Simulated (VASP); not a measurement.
Crystal: CuF.

```
CELL_PARAMETERS angstrom
3.50866 0.00000 0.00000
-1.75433 3.03859 0.00000
0.00000 0.00000 5.08252
ATOMIC_POSITIONS crystal
Cu 0.33333 0.66667 0.25000
Cu 0.66667 0.33333 0.75000
F 0.66667 0.33333 0.25000
F 0.33333 0.66667 0.75000
```

Base run:

* Program: VASP 6.6.1
* Functional: PBE
* Potentials or basis: VASP PAW PBE potentials, release 64 (Cu_sv_GW, F_h)
* Cutoff: 1350 eV
* k mesh: 12 × 12 × 6
* Occupations: fermi-dirac, width 0.02 eV
* Spin: no spin polarisation

Its results: band gap on the k mesh zero (bands 26 and 27 overlap by 0.04 eV); pressure 4.2 GPa.

Question: The run is repeated on the same cell with these changes: functional from PBE to LDA; potentials or basis from VASP PAW PBE potentials, release 64 (Cu_sv_GW, F_h) to VASP PAW LDA potentials, release 64 (Cu_sv_GW, F_h). What comes out?

Answer: Band gap on the k mesh zero (bands 26 and 27 overlap by 0.04 eV); pressure -5.7 GPa.

Caveats: semilocal functionals underestimate gaps, and a narrow one can read as zero; the cell stands under pressure (at least some runs); the cell stands under tension (at least some runs).
